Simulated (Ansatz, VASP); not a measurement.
One calculation of SnGe7, two programs

```
Ge Sn
1.0
     5.79146    0.00000    0.00000
     0.00000   -5.79146    0.00000
     0.00000    0.00000   -5.79146
Ge Sn
7 1
Cartesian
  -0.0492 -2.8465 -2.8465
  2.9449 -0.0492 -2.8465
  2.9449 -2.8465 -0.0492
  -0.0492 -0.0492 -0.0492
  1.4479 -1.4479 -1.4479
  4.3436 -4.3436 -1.4479
  4.3436 -1.4479 -4.3436
  1.4479 -4.3436 -4.3436
```

Alike in both runs: functional PBEsol; k mesh 6 × 6 × 6; occupations gaussian, width 0.1 eV; no spin polarisation.

Ansatz relaxed the structure, and its values are those at the end. VASP's run is a single point on that final structure, the one shown.

```csv
,VASP,Ansatz
version,VASP 6.6.1,Ansatz 0.2.0
potentials or method,"VASP PAW PBE potentials, release 64 (Ge_d, Sn_d), cutoff 520 eV","scalar-relativistic, plane waves, PAW"
valence electrons in the cell,112,112
```

```tsv
	VASP	Ansatz	Ansatz less VASP
gap on the k mesh at the Fermi level (eV)	none	none	-
pressure (GPa)	-0.1	0.0	+0.07
```

VASP's potentials were made for PBE, not for PBEsol. A gap of «none» marks a metal or a gap that the smearing closes.
